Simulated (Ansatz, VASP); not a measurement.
**BAs in VASP and in Ansatz**

INCAR

```
SYSTEM = BAs
PREC = Accurate
ENCUT = 520
EDIFF = 1E-6
ISMEAR = 0
SIGMA = 0.05
LREAL = .FALSE.
LASPH = .TRUE.
NELM = 60
ALGO = Normal
ISIF = 2
LWAVE = .FALSE.
LCHARG = .TRUE.
GGA = PE
LELF = .TRUE.
LVHAR = .TRUE.
NBANDS = 11
```

The input KPOINTS:

```
Automatic mesh
0
G
  12 12 12
  0 0 0
```

File POSCAR:

```
BAs
1.0
    0.0000000000      2.3499690686      2.4674675221
    2.3499690686      0.0000000000      2.4674675221
    2.3499690686      2.3499690686      0.0000000000
B As
1 1
Direct
    0.0000000000      0.0000000000      0.0000000000
    0.7500000000      0.7500000000      0.7500000000
```

Input for Ansatz:

```yaml
crystal:
  lattice:
    - [0.0, 2.3499690686, 2.4674675221]
    - [2.3499690686, 0.0, 2.4674675221]
    - [2.3499690686, 2.3499690686, 0.0]
  atoms:
    - { symbol: B, position: [0.0, 0.0, 0.0] }
    - { symbol: As, position: [0.75, 0.75, 0.75] }
basis:
  ecutwfc: 420
kpoints:
  mp_grid: { grid: [12, 12, 12] }
hamiltonian:
  xc: pbe
scf:
  occupations: { method: gaussian, width: 0.05 }
output:
  forces: true
  stress: true
  eigenvalues: true
```

Alike in both runs: task single point; functional PBE; k mesh 12 × 12 × 12; occupations gaussian, width 0.05 eV; no spin polarisation.

|  | VASP | Ansatz |
| --- | --- | --- |
| version | VASP 6.6.1 | Ansatz 0.2.0 |
| potentials or method | VASP PAW PBE potentials, release 64 (B, As), cutoff 520 eV | scalar-relativistic, plane waves, PAW |
| valence electrons in the cell | 8 | 18 |

```csv
,VASP,Ansatz,Ansatz less VASP
gap on the k mesh at the Fermi level (eV),0.81,0.82,+0.009
least direct gap on the mesh (eV),3.02,3.02,+0.004
pressure (GPa),3.4,2.8,-0.65
"traceless stress, the component that is largest in VASP (GPa)",-7.20,-7.23,-0.032
```

The functional is the same, so the differences come from potentials, cutoffs and numerics. VASP's potentials hold 8 valence electrons a cell and Ansatz's 18, so a difference there can come from the potentials and not from the codes.
